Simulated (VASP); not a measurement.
A run of VASP 6.6.1:

The input INCAR:

```
SYSTEM = HfN
PREC     = Accurate       ! precision mode
ENCUT    = 520            ! plane-wave cutoff, eV
EDIFF    = 1E-6           ! SCF threshold, eV
ISMEAR   = -1             ! smearing method
SIGMA    = 0.05           ! smearing width, eV
LREAL    = .FALSE.        ! projectors in reciprocal space
LASPH    = .TRUE.         ! aspherical terms in the spheres
NELM     = 100            ! most SCF steps
ALGO     = Normal         ! electronic algorithm
ISIF     = 2              ! what is computed and relaxed
LWAVE    = .FALSE.        ! write WAVECAR
LCHARG   = .FALSE.        ! write CHGCAR
GGA      = PE             ! functional
NBANDS   = 14             ! bands
```

KPOINTS

```
Automatic mesh
0
G
  18 18 18
  0 0 0
```

The input POSCAR:

```
HfN
1.0
    0.0000000000      2.2590000000      2.2138200000
    2.2590000000      0.0000000000      2.2138200000
    2.2590000000      2.2590000000      0.0000000000
Hf N
1 1
Direct
    0.0000000000      0.0000000000      0.0000000000
    0.5000000000      0.5000000000      0.5000000000
```

Potentials or basis: VASP PAW PBE potentials, release 64 (Hf_pv, N).

Launch:

```console
$ cat potpaw_PBE.64/Hf_pv/POTCAR potpaw_PBE.64/N/POTCAR > POTCAR
$ mpirun -np 1 vasp_std > vasp.out
```

Hardware: 1 thread of Intel(R) Xeon(R) 6975P-C (Granite Rapids) (shared host).

Problem. Estimate the wall time of this run.

Solution. It took 36 s on 1 thread of Intel(R) Xeon(R) 6975P-C (Granite Rapids) (shared host), peak memory 0.27 GiB. Counts: scf iterations 13, k points 480.
